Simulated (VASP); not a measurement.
# Ca (Fm-3m) in VASP: a series of runs, part 2 of 2

VASP 6.6.1. The steps go on from the part before.

## 5. Relaxation of cell and atoms, LDA

Input file INCAR:

```
ALGO     = Normal         # electronic algorithm
EDIFF    = 1E-6           # SCF threshold, eV
EDIFFG   = -0.005         # ionic threshold
ENCUT    = 600            # plane-wave cutoff, eV
IBRION   = 2              # ionic algorithm
ISIF     = 3              # what is computed and relaxed
ISMEAR   = 0              # smearing method
LASPH    = T              # aspherical terms in the spheres
LCHARG   = F              # write CHGCAR
LREAL    = F              # projectors in reciprocal space
LWAVE    = F              # write WAVECAR
NELM     = 80             # most SCF steps
NSW      = 100            # ionic steps
PREC     = Accurate       # precision mode
SIGMA    = 0.1            # smearing width, eV
```

Input file KPOINTS:

```
k-points
0
Gamma
  14 14 14
```

Input file POSCAR:

```
Ca
1.0
    0.0000000000      2.6693801190      2.6693801190
    2.6693801190      0.0000000000      2.6693801190
    2.6693801190      2.6693801190      0.0000000000
Ca
1
Direct
    0.0000000000      0.0000000000      0.0000000000
```

Potentials or basis: VASP PAW LDA potentials, release 64 (Ca_sv).

Started as:

```bash
cat potpaw_LDA.64/Ca_sv/POTCAR > POTCAR
mpirun -np 1 vasp_std > vasp.out
```

OUTCAR:

```text
EDIFF = 1E-6
   EDIFFG = -0.005
   ENCUT = 600
   IBRION = 2
   ISIF = 3
   ISMEAR = 0
   LASPH = T
   LREAL = F
   NELM = 80
   NSW = 100
   PREC = Accurate

 ion  position               nearest neighbor table
   1  0.000  0.000  0.000-

  LATTYP: Found a face centered cubic cell.
 ALAT       =     5.3387602380

  Lattice vectors:

 A1 = (   0.0000000000,   2.6693801190,   2.6693801190)
 A2 = (   2.6693801190,   0.0000000000,   2.6693801190)
 A3 = (   2.6693801190,   2.6693801190,   0.0000000000)

Analysis of symmetry for initial positions (statically):
=====================================================================
 Subroutine PRICEL returns:
 Original cell was already a primitive cell.

 Routine SETGRP: Setting up the symmetry group for a
 face centered cubic supercell.

 Subroutine GETGRP returns: Found 48 space group operations
 (whereof 48 operations were pure point group operations)
 out of a pool of 48 trial point group operations.

The static configuration has the point symmetry O_h .

Analysis of symmetry for dynamics (positions and initial velocities):
[... 166 lines left out ...]

 k-point     1 :       0.0000    0.0000    0.0000
  band No.  band energies     occupation
      1     -39.1222      2.00000
      2     -20.3129      2.00000
      3     -20.3129      2.00000
      4     -20.3129      2.00000
      5      -1.9944      2.00000
      6       4.5534      0.00000
      7       4.5534      0.00000
      8       4.5534      0.00000
      9       5.7596      0.00000
[... 265 lines left out ...]
 k-point    24 :       0.2857    0.1429    0.0000
  band No.  band energies     occupation
      1     -39.1082      2.00000
      2     -20.4179      2.00000
      3     -20.3415      2.00000
      4     -20.3393      2.00000
      5      -0.6753      2.00000
      6       3.5306      0.00000
      7       4.5342      0.00000
      8       4.9180      0.00000
      9       5.4041      0.00000

 [... further k-points ...]

------------------------ aborting loop because EDIFF is reached ----------------------------------------

  FORCE on cell =-STRESS in cart. coord.  units (eV):
  Direction    XX          YY          ZZ          XY          YZ          ZX
  --------------------------------------------------------------------------------------
  -------------------------------------------------------------------------------------
  Total       -0.0039331     -0.0039331     -0.0039331      0.0000000      0.0000000      0.0000000
  in kB       -0.1656478     -0.1656478     -0.1656478      0.0000000      0.0000000      0.0000000
  external PRESSURE =      -0.1656478 kB  Pullay stress =       0.0000000 kB

 VOLUME and BASIS-vectors are now :
 -----------------------------------------------------------------------------
  energy-cutoff  :      600.00
  volume of cell :       38.04
      direct lattice vectors                 reciprocal lattice vectors
     0.000000000  2.669380119  2.669380119    -0.187309404  0.187309404  0.187309404
     2.669380119  0.000000000  2.669380119     0.187309404 -0.187309404  0.187309404
     2.669380119  2.669380119  0.000000000     0.187309404  0.187309404 -0.187309404

 POSITION                                       TOTAL-FORCE (eV/Angst)
 -----------------------------------------------------------------------------------
      0.00000      0.00000      0.00000         0.000000      0.000000     -0.000000
 -----------------------------------------------------------------------------------
    total drift:                               -0.000000     -0.000000      0.000000

  FREE ENERGIE OF THE ION-ELECTRON SYSTEM (eV)
  ---------------------------------------------------
  free  energy   TOTEN  =        -2.2092259797 eV

  energy  without entropy=       -2.2023458328  energy(sigma->0) =       -2.20578591

 reached required accuracy - stopping structural energy minimisation
```

OSZICAR:

```text
N       E                     dE             d eps       ncg     rms          rms(c)
DAV:   1     0.692357326901E+02    0.69236E+02   -0.55898E+03  1872   0.114E+03
DAV:   2    -0.802191285617E+00   -0.70038E+02   -0.69737E+02  1917   0.245E+02
DAV:   3    -0.216357839970E+01   -0.13614E+01   -0.13511E+01  2771   0.362E+01
DAV:   4    -0.222952101693E+01   -0.65943E-01   -0.65890E-01  2729   0.619E+00
DAV:   5    -0.223126300724E+01   -0.17420E-02   -0.17414E-02  3004   0.620E-01    0.221E+00
DAV:   6    -0.221512237049E+01    0.16141E-01   -0.16842E-02  2314   0.156E+00    0.134E+00
DAV:   7    -0.220972165086E+01    0.54007E-02   -0.20611E-02  2444   0.190E+00    0.104E-01
DAV:   8    -0.220922676932E+01    0.49488E-03   -0.24342E-03  2218   0.519E-01    0.192E-02
DAV:   9    -0.220922562803E+01    0.11413E-05   -0.81338E-05  2793   0.890E-02    0.303E-03
DAV:  10    -0.220922597975E+01   -0.35172E-06   -0.41363E-06  2666   0.185E-02
   1 F= -.22092260E+01 E0= -.22057859E+01  d E =-.220923E+01
```

CONTCAR:

```text
Ca
   1.00000000000000
     0.0000000000000000    2.6693801189999999    2.6693801189999999
     2.6693801189999999    0.0000000000000000    2.6693801189999999
     2.6693801189999999    2.6693801189999999    0.0000000000000000
  Ca
     1
Direct
     0.0000000000000000    0.0000000000000000    0.0000000000000000

  0.00000000E+00  0.00000000E+00  0.00000000E+00
```

Run time: 19 s. Hardware: 1 thread of Intel Xeon 6975P-C (Granite Rapids), shared host; peak memory 0.18 GiB.

Results:

```yaml
Free_energy: -2.2092 eV
Pressure_after_relaxing: 0.0 GPa
Band_gap_on_the_k_mesh: zero (bands 5 and 6 overlap by 0.10 eV)
```

Final structure:
```
Ca
1.0
     0.00000    2.66938    2.66938
     2.66938    0.00000    2.66938
     2.66938    2.66938    0.00000
Ca
1
Direct
  0.00000 0.00000 0.00000
```

## 6. The runs side by side

| task | cell | k mesh | cutoff (eV) | gap on the mesh (eV) | pressure (GPa) |
| --- | --- | --- | --- | --- | --- |
| single point | a = 3.775 Å, angles 60.0°, 1 atom | 14 × 14 × 14 | 520 | none | 0.0 |
| single point | a = 3.775 Å, angles 90.0, 60.0, 120.0°, 1 atom | 9 × 9 × 11 | 520 | none | 0.0 |
| relaxation of cell and atoms | relaxed from a = 3.775 Å, angles 60.0°, 1 atom | 14 × 14 × 14 | 600 | none | 0.0 |

Alike in all rows: level LDA; potentials or basis VASP PAW LDA potentials, release 64 (Ca_sv); no spin polarisation; smearing gaussian 0.1 eV.

Total energies depend on the potentials used, so only differences within one code and one set of settings carry meaning.
